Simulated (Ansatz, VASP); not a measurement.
# One calculation of Cu5Mo, two programs

```
Cu Mo
1.0
     4.70886    0.00000    0.00000
    -2.35443    4.07800    0.00000
     0.00000    0.00000    4.12910
Cu Mo
5 1
Direct
  0.50000 0.50000 0.50000
  0.00000 0.50000 0.50000
  0.50000 0.00000 0.50000
  0.33333 0.66667 0.00000
  0.66667 0.33333 0.00000
  0.00000 0.00000 0.00000
```

Alike in both runs: functional PBE; k mesh 4 × 4 × 4; occupations gaussian, width 0.2 eV; no spin polarisation.

Ansatz relaxed the structure, and its values are those at the end. VASP's run is a single point on that final structure, the one shown.

|  | VASP | Ansatz |
| --- | --- | --- |
| version | VASP 6.6.1 | Ansatz 0.2.0 |
| potentials or method | VASP PAW PBE potentials, release 64 (Cu, Mo_sv), cutoff 600 eV | scalar-relativistic, plane waves, PAW |
| valence electrons in the cell | 69 | 109 |

|  | VASP | Ansatz | Ansatz less VASP |
| --- | --- | --- | --- |
| gap on the k mesh at the Fermi level (eV) | none | none | - |
| pressure (GPa) | 0.1 | -0.3 | -0.36 |

A gap of «none» marks a metal or a gap that the smearing closes. VASP's potentials hold 69 valence electrons a cell and Ansatz's 109, so a difference there can come from the potentials and not from the codes.

The k mesh is coarse, so the values compare programs but aren't converged.
